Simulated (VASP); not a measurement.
# Na (I4/mmm) in VASP: further runs, part 2 of 2

VASP 6.6.1. Earlier steps stand in the parts before.

### 5 Single point, PBE

The input, INCAR:

```
SYSTEM = Na
PREC = Accurate ; ENCUT = 500
EDIFF = 1E-6 ; ISMEAR = 0
SIGMA = 0.1 ; LREAL = .FALSE.
LASPH = .TRUE. ; NELM = 120
ALGO = Normal ; ISIF = 2
LWAVE = .FALSE. ; LCHARG = .FALSE.
GGA = PE ; NBANDS = 10
ISYM = 0 ; GGA_COMPAT = .FALSE.
```

The input, KPOINTS:

```
Automatic mesh
0
Gamma
  2 2 2
  0 0 0.5
```

The input, POSCAR:

```
Na
1.0
   -1.8882910800      1.8882910800      2.6372766800
    1.8882910800     -1.8882910800      2.6372766800
    1.8882910800      1.8882910800     -2.6372766800
Na
1
Direct
    0.0000000000      0.0000000000      0.0000000000
```

Potentials or basis: VASP PAW PBE potentials, release 64 (Na_pv).

Command:

```sh
$ cat potpaw_PBE.64/Na_pv/POTCAR > POTCAR
$ mpirun -np 1 vasp_std > vasp.out
```

OUTCAR:

```text
SYSTEM = Na
   PREC = Accurate
   ENCUT = 500
   EDIFF = 1E-6
   ISMEAR = 0
   LREAL = .FALSE.
   LASPH = .TRUE.
   NELM = 120
   ISIF = 2
   GGA = PE
   ISYM = 0

 ion  position               nearest neighbor table
   1  0.000  0.000  0.000-

IMPORTANT INFORMATION: All symmetrisations will be switched off!
NOSYMM: (Re-)initialisation of all symmetry stuff for point group C_1.

----------------------------------------------------------------------------------------

                                     Primitive cell

  volume of cell :      37.6144

  direct lattice vectors                    reciprocal lattice vectors
    -1.888291080  1.888291080  2.637276680     0.000000000  0.264789685  0.189589512
     1.888291080 -1.888291080  2.637276680     0.264789685  0.000000000  0.189589512
     1.888291080  1.888291080 -2.637276680     0.264789685  0.264789685  0.000000000

  length of vectors
     3.753200593  3.753200593  3.753200593     0.325665105  0.325665105  0.374469164

  position of ions in fractional coordinates (direct lattice)
     0.000000000  0.000000000  0.000000000

  ion indices of the primitive-cell ions
   primitive index   ion index
                 1           1
[... 111 lines left out ...]
  band No.  band energies     occupation
      1     -24.6344      2.00000
      2     -24.6246      2.00000
      3     -24.6242      2.00000
      4      -1.6147      2.00000
      5       7.8560      0.00000
      6       8.2469      0.00000
      7       8.5088      0.00000
      8       8.5259      0.00000
      9      10.8020      0.00000
     10      17.1674      0.00000
[... 79 lines left out ...]
 k-point     8 :      -0.2500    0.2500    0.5000
  band No.  band energies     occupation
      1     -24.6404      2.00000
      2     -24.6403      2.00000
      3     -24.6308      2.00000
      4       3.1918      0.00000
      5       3.3153      0.00000
      6       3.3667      0.00000
      7       4.8637      0.00000
      8      13.0389      0.00000
      9      13.1505      0.00000
     10      14.0001      0.00000

------------------------ aborting loop because EDIFF is reached ----------------------------------------

  FORCE on cell =-STRESS in cart. coord.  units (eV):
  Direction    XX          YY          ZZ          XY          YZ          ZX
  --------------------------------------------------------------------------------------
  -------------------------------------------------------------------------------------
  Total       -0.0098715     -0.0098704      0.0093373      0.0000150      0.0000254      0.0000254
  in kB       -0.4204736     -0.4204285      0.3977205      0.0006382      0.0010811      0.0010831
  external PRESSURE =      -0.1477272 kB  Pullay stress =       0.0000000 kB

 VOLUME and BASIS-vectors are now :
 -----------------------------------------------------------------------------
  energy-cutoff  :      500.00
  volume of cell :       37.61
      direct lattice vectors                 reciprocal lattice vectors
    -1.888291080  1.888291080  2.637276680     0.000000000  0.264789685  0.189589512
     1.888291080 -1.888291080  2.637276680     0.264789685  0.000000000  0.189589512
     1.888291080  1.888291080 -2.637276680     0.264789685  0.264789685  0.000000000

 POSITION                                       TOTAL-FORCE (eV/Angst)
 -----------------------------------------------------------------------------------
      0.00000      0.00000      0.00000         0.000001     -0.000001     -0.000009
 -----------------------------------------------------------------------------------
    total drift:                                0.000001     -0.000001     -0.000009

  FREE ENERGIE OF THE ION-ELECTRON SYSTEM (eV)
  ---------------------------------------------------
  free  energy   TOTEN  =        -1.2919553192 eV

  energy  without entropy=       -1.2637458400  energy(sigma->0) =       -1.27785058
```

OSZICAR:

```text
N       E                     dE             d eps       ncg     rms          rms(c)
DAV:   1     0.280549221635E+02    0.28055E+02   -0.36623E+03   160   0.531E+02
DAV:   2    -0.711495374708E+00   -0.28766E+02   -0.28631E+02   180   0.144E+02
DAV:   3    -0.128667824171E+01   -0.57518E+00   -0.57469E+00   174   0.220E+01
DAV:   4    -0.129255298985E+01   -0.58747E-02   -0.58742E-02   206   0.242E+00
DAV:   5    -0.129263699676E+01   -0.84007E-04   -0.84005E-04   180   0.281E-01    0.201E-01
DAV:   6    -0.129225016594E+01    0.38683E-03   -0.43055E-04   198   0.247E-01    0.135E-01
DAV:   7    -0.129196106779E+01    0.28910E-03   -0.91797E-04   178   0.303E-01    0.148E-02
DAV:   8    -0.129195480690E+01    0.62609E-05   -0.41522E-05   188   0.107E-01    0.254E-03
DAV:   9    -0.129195531917E+01   -0.51226E-06   -0.22084E-07   128   0.442E-03
   1 F= -.12919553E+01 E0= -.12778506E+01  d E =-.282095E-01
```

stdout:

```text
POSCAR found type information on POSCAR Na
 POSCAR found :  1 types and       1 ions
 scaLAPACK will be used
 LDA part: xc-table for (Slater+PW92), standard interpolation
 POSCAR, INCAR and KPOINTS ok, starting setup
 FFT: planning ... GRIDC
 FFT: planning ... GRID_SOFT
 FFT: planning ... GRID
 WAVECAR not read
 entering main loop
```

It took 2.9 s on 1 thread of AMD EPYC 7R43 (Zen 3), shared host; peak memory 0.11 GiB.

What came out:

- Free energy: -1.2920 eV
- Pressure: 0.0 GPa

Caveat: the k points lie up to 1.18 Å⁻¹ apart.

### 6 Single point, PBEsol

The input, INCAR:

```
SYSTEM = Na
  ALGO = Normal
  EDIFF = 1E-6
  ENCUT = 500
  GGA = PS
  GGA_COMPAT = .False.
  ISIF = 2
  ISMEAR = -1
  ISYM = 0
  LASPH = .True.
  LCHARG = .True.
  LELF = .True.
  LREAL = .False.
  LVHAR = .True.
  LWAVE = .False.
  NBANDS = 10
  NELM = 120
  PREC = Accurate
  SIGMA = 0.06802846561497
```

The input, KPOINTS:

```
k-points
0
Gamma
  6 1 1
  0 0 0
```

POSCAR is that of step 5.

Potentials or basis: VASP PAW PBE potentials, release 64 (Na_pv).

Command:

```sh
$ cat potpaw_PBE.64/Na_pv/POTCAR > POTCAR
$ mpirun -np 1 vasp_std > vasp.out
```

Wall time 2.8 s (1 thread of AMD EPYC 7R43 (Zen 3), shared host); peak memory 0.11 GiB.

The run converged. Its results:

```yaml
Free_energy: -3.0228 eV
Pressure: -4.3 GPa
```

Stress tensor (GPa, compression positive):
```
-4.90  0.00  0.00
 0.00 -3.78  0.78
 0.00  0.78 -4.30
```

Levels at points of the mesh, in eV from the Fermi level:
```tsv
k point	band 1	band 2	band 3	band 4	band 5	band 6	band 7
(0.00, 0.00, 0.00)	-22.67	-22.66	-22.66	-1.13	13.11	13.11	13.15
(0.50, 0.00, 0.00)	-22.70	-22.67	-22.67	2.66	3.08	12.08	12.25
```

Caveat: the k points lie up to 2.35 Å⁻¹ apart; the PAW data sets were made with another functional, which shifts forces and pressure a little.

### 7 Summary

```tsv
level	spin	k mesh	cutoff (eV)	smearing	gap on the mesh (eV)	pressure (GPa)
PBE+D3(BJ)	off	6 × 6 × 6	520	gaussian 0.1 eV	none	-0.7
PBE	collinear, zero start	5 × 5 × 6	520	gaussian 0.1 eV	none	-0.1
PBE	off	2 × 2 × 2, shifted	500	gaussian 0.1 eV	none	0.0
PBEsol	off	6 × 1 × 1	500	fermi-dirac 0.0680285 eV	none	-4.3
```

Alike in all rows: task single point; potentials or basis VASP PAW PBE potentials, release 64 (Na_pv); cell as given.

Caveats: all runs use coarse meshes; pairwise dispersion overbinds metals, which lowers pressure and volume (some runs); the PAW data sets were made with another functional, which shifts forces and pressure a little (some runs).

Total energies depend on the potentials used, so only differences within one code and one set of settings carry meaning.
